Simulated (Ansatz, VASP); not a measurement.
**Two plane-wave programs on AgCl**

The input INCAR:

```
SYSTEM = AgCl
ALGO = Normal ; EDIFF = 1E-6
ENCUT = 520 ; GGA = PE
ISIF = 2 ; ISMEAR = -1
LASPH = .True. ; LCHARG = .False.
LREAL = .False. ; LWAVE = .False.
NBANDS = 26 ; NELM = 60
PREC = Accurate ; SIGMA = 0.05
```

Contents of KPOINTS:

```
k-points
0
Gamma
  8 8 7
  0 0 0
```

The input POSCAR:

```
AgCl
1.0
    1.9076035228     -5.6655757514      0.0000000000
    1.9076035228      5.6655757514      0.0000000000
    0.0000000000      0.0000000000      4.0009987977
Ag Cl
2 2
Direct
    0.6034446000      0.3965554000      0.2500000000
    0.3965554000      0.6034446000      0.7500000000
    0.1345512700      0.8654487300      0.7500000000
    0.8654487300      0.1345512700      0.2500000000
```

input.yaml

```yaml
crystal:
  lattice:
    - [1.9076035228, -5.6655757514, 0.0]
    - [1.9076035228, 5.6655757514, 0.0]
    - [0.0, 0.0, 4.0009987977]
  atoms:
    - { symbol: Ag, position: [0.6034446, 0.3965554, 0.25] }
    - { symbol: Ag, position: [0.3965554, 0.6034446, 0.75] }
    - { symbol: Cl, position: [0.13455127, 0.86544873, 0.75] }
    - { symbol: Cl, position: [0.86544873, 0.13455127, 0.25] }
hamiltonian:
  xc: pbe
  pseudopotentials: { kind: paw }
kpoints:
  mp_grid: { grid: [8, 8, 7] }
scf:
  occupations: { method: fermi_dirac, width: 0.05 }
output:
  forces: true
  stress: true
  eigenvalues: true
```

Alike in both runs: task single point; functional PBE; k mesh 8 × 8 × 7; occupations fermi-dirac, width 0.05 eV; no spin polarisation.

```csv
,VASP,Ansatz
version,VASP 6.6.1,Ansatz 0.2.0
potentials or method,"VASP PAW PBE potentials, release 64 (Ag, Cl)",Ansatz PAW
plane-wave cutoff (eV),520,420
valence electrons in the cell,36,52
```

|  | VASP | Ansatz | Ansatz less VASP |
| --- | --- | --- | --- |
| gap on the k mesh at the Fermi level (eV) | 0.47 | 0.47 | +0.001 |
| least direct gap on the mesh (eV) | 1.85 | 1.85 | -0.001 |
| pressure (GPa) | -1.2 | -1.1 | +0.12 |
| traceless stress, the component that is largest in VASP (GPa) | 0.75 | 0.71 | -0.037 |
| rms of the force components (eV/Å) | 0.025 | 0.024 | -0.0012 |

Atom by atom the forces differ by 0.002 eV/Å (rms over components). VASP's potentials hold 36 valence electrons a cell and Ansatz's 52, so a difference there can come from the potentials and not from the codes.

Noted on Ansatz's run: odd divisions of the mesh miss points on the zone boundary, where band edges often lie, so the gap on the mesh can be too wide.
